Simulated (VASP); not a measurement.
# PbS (I4/mmm) in VASP: single point with PBE+D3(BJ)

Aim: the single point of PbS with PBE+D3(BJ).

Everything below comes from runs of VASP 6.6.1. Logs are shortened: lines on timing, memory, paths and dates and some standing lists are left out, and cuts for length are marked.

**1. The cell of the first run**

It takes space group I4/mmm (No. 139, tetragonal). Conventional cell: a = 4.196 Å, b = 4.196 Å, c = 23.737 Å, α = 90.00°, β = 90.00°, γ = 90.00°. Pb (site symmetry 4mm) has 1 Pb at 2.97 Å and 5 S at 2.97 Å within 3.9 Å. Pb (site symmetry 4mm) has 6 S at 2.97 Å within 3.9 Å. Within 3.9 Å of S (site symmetry 4mm) lie 5 Pb at 2.97 Å and 1 S at 2.97 Å. S (site symmetry 4mm) has 6 Pb at 2.97 Å within 3.9 Å.

**2. Single point, PBE+D3(BJ) (the part above a cut slid along it)**

Contents of INCAR:

```
PREC = Accurate ; ENCUT = 520
EDIFF = 1E-6 ; ISMEAR = 0
SIGMA = 0.03 ; LREAL = F
LASPH = T ; NELM = 80
ALGO = Normal ; ISIF = 2
LWAVE = F ; LCHARG = T
GGA = PE ; IVDW = 12
LELF = T ; LVHAR = T
ISYM = 0 ; NBANDS = 50
```

Contents of KPOINTS:

```
regular mesh
0
Gamma
  8 8 3
```

Contents of POSCAR:

```
PbS
1.0
   -2.9671314639     -2.9671314639      0.0000000000
    2.9671314639     -2.9671314639      0.0000000000
   -2.9671314639      0.0000000000     11.8685258554
Pb S
4 4
Direct
    0.4375000000      0.5625000000      0.1250000000
   -0.1875000000      0.1875000000      0.3750000000
    0.1875000000      0.8125000000      0.6250000000
   -0.4375000000      0.4375000000      0.8750000000
   -0.0625000000      0.0625000000      0.1250000000
    0.3125000000      0.6875000000      0.3750000000
   -0.3125000000      0.3125000000      0.6250000000
    0.0625000000      0.9375000000      0.8750000000
```

Potentials or basis: VASP PAW PBE potentials, release 64 (Pb_d, S).

Run with:

```bash
$ cat potpaw_PBE.64/Pb_d/POTCAR potpaw_PBE.64/S/POTCAR > POTCAR
$ mpirun -np 1 vasp_std > vasp.out
```

OUTCAR:

```text
PREC = Accurate
   ENCUT = 520
   EDIFF = 1E-6
   ISMEAR = 0
   LREAL = F
   LASPH = T
   NELM = 80
   ISIF = 2
   GGA = PE
   IVDW = 12
   ISYM = 0
 IVDW          = 12

 ion  position               nearest neighbor table
   1  0.438  0.562  0.125-   4 2.97   6 2.97   5 2.97   5 2.97   5 2.97   5 2.97
   2  0.812  0.188  0.375-   5 2.97   7 2.97   6 2.97   6 2.97   6 2.97   6 2.97
   3  0.188  0.812  0.625-   6 2.97   8 2.97   7 2.97   7 2.97   7 2.97   7 2.97
   4  0.562  0.438  0.875-   1 2.97   7 2.97   8 2.97   8 2.97   8 2.97   8 2.97
   5  0.938  0.062  0.125-   2 2.97   1 2.97   1 2.97   1 2.97   1 2.97
   6  0.312  0.688  0.375-   1 2.97   3 2.97   2 2.97   2 2.97   2 2.97   2 2.97
   7  0.688  0.312  0.625-   2 2.97   4 2.97   3 2.97   3 2.97   3 2.97   3 2.97
   8  0.062  0.938  0.875-   3 2.97   4 2.97   4 2.97   4 2.97   4 2.97

IMPORTANT INFORMATION: All symmetrisations will be switched off!
NOSYMM: (Re-)initialisation of all symmetry stuff for point group C_1.

----------------------------------------------------------------------------------------

                                     Primitive cell

  volume of cell :     208.9779

  direct lattice vectors                    reciprocal lattice vectors
    -2.967131464 -2.967131464  0.000000000    -0.168512924 -0.168512924 -0.042128231
     2.967131464 -2.967131464  0.000000000     0.168512924 -0.168512924  0.042128231
    -2.967131464  0.000000000 11.868525855     0.000000000  0.000000000  0.084256462

  length of vectors
     4.196157558  4.196157558 12.233796431     0.242008263  0.242008263  0.084256462

  position of ions in fractional coordinates (direct lattice)
     0.437500000  0.562500000  0.125000000
     0.812500000  0.187500000  0.375000000
     0.187500000  0.812500000  0.625000000
     0.562500000  0.437500000  0.875000000
     0.937500000  0.062500000  0.125000000
     0.312500000  0.687500000  0.375000000
     0.687500000  0.312500000  0.625000000
     0.062500000  0.937500000  0.875000000

  ion indices of the primitive-cell ions
   primitive index   ion index
                 1           1
                 2           2
                 3           3
                 4           4
                 5           5
                 6           6
                 7           7
                 8           8

----------------------------------------------------------------------------------------

 KPOINTS: regular mesh

Automatic generation of k-mesh.
 Grid dimensions read from file:
 generate k-points for:    8    8    3

 Generating k-lattice:

  Cartesian coordinates                     Fractional coordinates (reciprocal lattice)
    -0.021064116 -0.021064116 -0.005266029     0.125000000  0.000000000  0.000000000
     0.021064116 -0.021064116  0.005266029     0.000000000  0.125000000 -0.000000000
     0.000000000  0.000000000  0.028085487     0.000000000  0.000000000  0.333333333

  Length of vectors
     0.030251033  0.030251033  0.028085487

  Shift w.r.t. Gamma in fractional coordinates (k-lattice)
     0.000000000  0.000000000  0.000000000

 -----------------------------------------------------------------------------
|                                                                             |
|           W    W    AA    RRRRR   N    N  II  N    N   GGGG   !!!           |
|           W    W   A  A   R    R  NN   N  II  NN   N  G    G  !!!           |
|           W    W  A    A  R    R  N N  N  II  N N  N  G       !!!           |
|           W WW W  AAAAAA  RRRRR   N  N N  II  N  N N  G  GGG   !            |
|           WW  WW  A    A  R   R   N   NN  II  N   NN  G    G                |
|           W    W  A    A  R    R  N    N  II  N    N   GGGG   !!!           |
|                                                                             |
|     Your reciprocal lattice and k-lattice belong to different lattice       |
|     classes:                                                                |
|                                                                             |
|        The reciprocal lattice is body-centered tetragonal,                  |
|        whereas your k-lattice is base-centered monoclinic.                  |
|                                                                             |
|     Results are often still useful ...                                      |
|                                                                             |
 -----------------------------------------------------------------------------

 WARNING: IBZKPT: internal override: KBLOWUP is changed to .FALSE.
      ... skipping the blow-up phase ...

 Subroutine IBZKPT returns following result:
 ===========================================

 Found     98 irreducible k-points:

 Following reciprocal coordinates:
            Coordinates               Weight
  0.000000  0.000000  0.000000      1.000000
  0.125000  0.000000 -0.000000      2.000000
  0.250000  0.000000 -0.000000      2.000000
  0.375000  0.000000  0.000000      2.000000
  0.500000  0.000000 -0.000000      1.000000
  0.000000  0.125000  0.000000      2.000000
[... 16 lines left out ...]
  0.125000  0.375000 -0.000000      2.000000
  0.250000  0.375000 -0.000000      2.000000
 [... further k-points ...]
   k-points           NKPTS =     98   k-points in BZ     NKDIM =     98   number of bands    NBANDS=     50
   number of dos      NEDOS =    301   number of ions     NIONS =      8
   total plane-waves  NPLWV =  98304
   dimension x,y,z NGX =    32 NGY =   32 NGZ =   96
   dimension x,y,z NGXF=    64 NGYF=   64 NGZF=  192
   ions per type =               4   4
   NGX,Y,Z   is equivalent  to a cutoff of  12.68, 12.68, 13.05 a.u.
   NGXF,Y,Z  is equivalent  to a cutoff of  25.36, 25.36, 26.09 a.u.
 SYSTEM =  unknown system
   PREC   = accura    normal or accurate (medium, high low for compatibility)
   ISTART =      0    job   : 0-new  1-cont  2-samecut
   ICHARG =      2    charge: 1-file 2-atom 10-const
   ISPIN  =      1    spin polarized calculation?
   LNONCOLLINEAR =      F non collinear calculations
   LSORBIT =      F    spin-orbit coupling
   LASPH  =      T    aspherical Exc in radial PAW
   ENCUT  =  520.0 eV  38.22 Ry    6.18 a.u.   7.80  7.80 22.75*2*pi/ulx,y,z
   NELM   =     80;   NELMIN=  2; NELMDL= -5     # of ELM steps
   EDIFF  = 0.1E-05   stopping-criterion for ELM
   LREAL  =      F    real-space projection
   EDIFFG = 0.1E-04   stopping-criterion for IOM
   NSW    =      0    number of steps for IOM
   IBRION =     -1    ionic relax: 0-MD 1-quasi-New 2-CG
   NFREE  =      0    steps in history (QN), initial steepest desc. (CG)
   ISIF   =      2    stress and relaxation
   ISYM   =      0    0-nonsym 1-usesym 2-fastsym
   POTIM  = 0.5000    time-step for ionic-motion
   TEBEG  =    0.0;   TEEND  =   0.0 temperature during run
   PSTRESS=    0.0 pullay stress
   NELECT =      80.0000    total number of electrons
   NUPDOWN=      -1.0000    fix difference up-down
   EMIN   =  10.00;   EMAX   =-10.00  energy-range for DOS
   EFERMI =   0.00;   METHOD = LEGACY
   ISMEAR =     0;   SIGMA  =   0.03  broadening in eV -4-tet -1-fermi 0-gaus
   EFERMI_NEDOS =   21; number of points for ismear=-14 and -15
   IALGO  =     38    algorithm
   IMIX   =      4    mixing-type and parameters
     AMIX     =   0.40;   BMIX     =  1.00
     AMIX_MAG =   1.60;   BMIX_MAG =  1.00
  volume/ion in A,a.u.               =      26.12       176.28
  Fermi-wavevector in a.u.,A,eV,Ry     =   1.188698  2.246313 19.225058  1.413002
  Thomas-Fermi vector in A             =   2.324821
   LORBIT       =      0    0 simple, 1 ext, 2 COOP (PROOUT), +10 PAW based schemes
   GGA     = PE    functional components
   LHFCALC =     F    Hartree Fock is set to
   AEXX    =    0.0000 exact exchange contribution
   IVDW    =    12    specifies the selected vdW correction
   LEPSILON=     F    determine dielectric tensor
   LRPA    =     F    only Hartree local field effects (RPA)
 non-spin polarized calculation
 Gauss-broadening in eV      SIGMA  =   0.03
  energy-cutoff  :      520.00
  volume of cell :      208.98
 maximum number of plane-waves:      5650
   NGX = 15   NGY = 15   NGZ = 45

 number of electron      79.9999982 magnetization

 Free energy of the ion-electron system (eV)
  ---------------------------------------------------
  ext. energy  EPLUGINS =         0.00000000
  ---------------------------------------------------
  free energy    TOTEN  =       -33.75458101 eV

  energy without entropy =      -33.75458091  energy(sigma->0) =      -33.75458096

 E-fermi :   5.9235     XC(G=0):  -9.6867

 val. band max:        5.8342420581   @ k =   0.0000   0.5000   0.3333
 cond. band min:       6.0127435677   @ k =   0.0000   0.5000   0.3333
 fundamental gap:      0.1785015096
 Fermi energy:         5.9234917695

 k-point     1 :       0.0000    0.0000    0.0000
  band No.  band energies     occupation
      1     -11.6813      2.00000
      2     -11.4059      2.00000
      3     -11.4059      2.00000
      4     -11.3002      2.00000
      5     -11.2746      2.00000
      6     -11.2546      2.00000
[... 42 lines left out ...]
     49      10.7862      0.00000
     50      10.9442      0.00000

 k-point     2 :       0.1250    0.0000   -0.0000
  band No.  band energies     occupation
      1     -11.6777      2.00000
      2     -11.4087      2.00000
      3     -11.4057      2.00000
      4     -11.2950      2.00000
      5     -11.2700      2.00000
      6     -11.2589      2.00000
[... 42 lines left out ...]
     49      10.4186      0.00000
     50      10.4738      0.00000

 k-point     3 :       0.2500    0.0000   -0.0000
  band No.  band energies     occupation
      1     -11.6693      2.00000
      2     -11.4155      2.00000
      3     -11.4050      2.00000
      4     -11.2825      2.00000
      5     -11.2692      2.00000
      6     -11.2601      2.00000
[... 42 lines left out ...]
     49       9.5547      0.00000
     50      10.0605      0.00000

 k-point     4 :       0.3750    0.0000    0.0000
  band No.  band energies     occupation
      1     -11.6611      2.00000
      2     -11.4222      2.00000
      3     -11.4043      2.00000
      4     -11.2795      2.00000
      5     -11.2699      2.00000
      6     -11.2552      2.00000
[... 999 lines left out ...]
 k-point    23 :       0.1250    0.3750   -0.0000
  band No.  band energies     occupation
      1     -11.6592      2.00000
      2     -11.4218      2.00000
      3     -11.4069      2.00000
      4     -11.2920      2.00000
      5     -11.2660      2.00000
      6     -11.2644      2.00000
[... 42 lines left out ...]
     49       9.3656      0.00000
     50       9.8174      0.00000

 k-point    24 :       0.2500    0.3750   -0.0000
  band No.  band energies     occupation
      1     -11.6548      2.00000
      2     -11.4207      2.00000
      3     -11.4133      2.00000
      4     -11.3215      2.00000
      5     -11.2910      2.00000
      6     -11.2510      2.00000
[... 42 lines left out ...]
     49      10.0311      0.00000
     50      10.1833      0.00000

 [... further k-points ...]

------------------------ aborting loop because EDIFF is reached ----------------------------------------

 Edisp (eV)   -2.78991

 E8    (eV) :    -1.2601

  FORCE on cell =-STRESS in cart. coord.  units (eV):
  Direction    XX          YY          ZZ          XY          YZ          ZX
  --------------------------------------------------------------------------------------
  -------------------------------------------------------------------------------------
  Total      -1.92474    -1.90971     2.60707    -0.00000    -0.00000     0.04440
  in kB     -14.75649   -14.64126    19.98774    -0.00003    -0.00001     0.34042
  external pressure =       -3.14 kB  Pullay stress =        0.00 kB

 VOLUME and BASIS-vectors are now :
 -----------------------------------------------------------------------------
  energy-cutoff  :      520.00
  volume of cell :      208.98
      direct lattice vectors                 reciprocal lattice vectors
    -2.967131464 -2.967131464  0.000000000    -0.168512924 -0.168512924 -0.042128231
     2.967131464 -2.967131464  0.000000000     0.168512924 -0.168512924  0.042128231
    -2.967131464  0.000000000 11.868525855     0.000000000  0.000000000  0.084256462

 POSITION                                       TOTAL-FORCE (eV/Angst)
 -----------------------------------------------------------------------------------
     -0.00000     -2.96713      1.48357        -0.003002      0.000002      1.776320
     -2.96713     -2.96713      4.45070        -0.000210     -0.000003     -0.504113
     -0.00000     -2.96713      7.41783         0.000208     -0.000001      0.504103
     -2.96713     -2.96713     10.38496         0.002997     -0.000001     -1.776309
     -2.96713     -2.96713      1.48357         0.006035      0.000000      1.159660
     -0.00000     -2.96713      4.45070        -0.001784      0.000000     -0.531247
     -2.96713     -2.96713      7.41783         0.001785      0.000001      0.531247
     -0.00000     -2.96713     10.38496        -0.006030      0.000002     -1.159661
 -----------------------------------------------------------------------------------
    total drift:                               -0.000013     -0.000005      0.000005

  FREE ENERGIE OF THE ION-ELECTRON SYSTEM (eV)
  ---------------------------------------------------
  free  energy   TOTEN  =       -36.5444881106 eV

  energy  without entropy=      -36.5444880095  energy(sigma->0) =      -36.54448806
```

Run time: 44 min. Hardware: 1 thread of Oxide Virtual Turin-like, shared host; peak memory 0.79 GiB.

Results:

```
Free energy                : -36.5445 eV
Pressure                   : -0.3 GPa
Largest force              : 1.776 eV/Å
Band gap on the k mesh     : 0.18 eV
Dispersion energy per atom : -0.349 eV
```

Forces in eV/Å, atoms in the order of the input:
```
Pb  -0.003  0.000  1.776
Pb   0.000  0.000 -0.504
Pb   0.000  0.000  0.504
Pb   0.003  0.000 -1.776
S    0.006  0.000  1.160
S   -0.002  0.000 -0.531
S    0.002  0.000  0.531
S   -0.006  0.000 -1.160
```

Levels at points of the mesh, in eV from the valence-band top:
| k point | band 38 | band 39 | band 40 | band 41 | band 42 | band 43 |
| --- | --- | --- | --- | --- | --- | --- |
| (0.00, 0.00, 0.00) | -2.08 | -1.82 | -1.19 | 0.64 | 3.98 | 4.04 |
| (0.50, 0.00, 0.00) | -0.67 | -0.55 | -0.08 | 0.21 | 0.69 | 1.04 |
| (0.00, 0.50, 0.00) | -0.67 | -0.55 | -0.08 | 0.21 | 0.69 | 1.04 |
| (0.50, 0.50, 0.00) | -2.49 | -2.39 | -0.47 | 1.04 | 3.85 | 3.99 |

Caveat: the cell differs from its parent crystal (the part above a cut slid along it); spin-orbit coupling is left out, which moves the levels of the heavy elements; forces of over 1 eV/Å act on the atoms, so gaps and moduli don't describe the material at rest. A k mesh can miss the band edges.
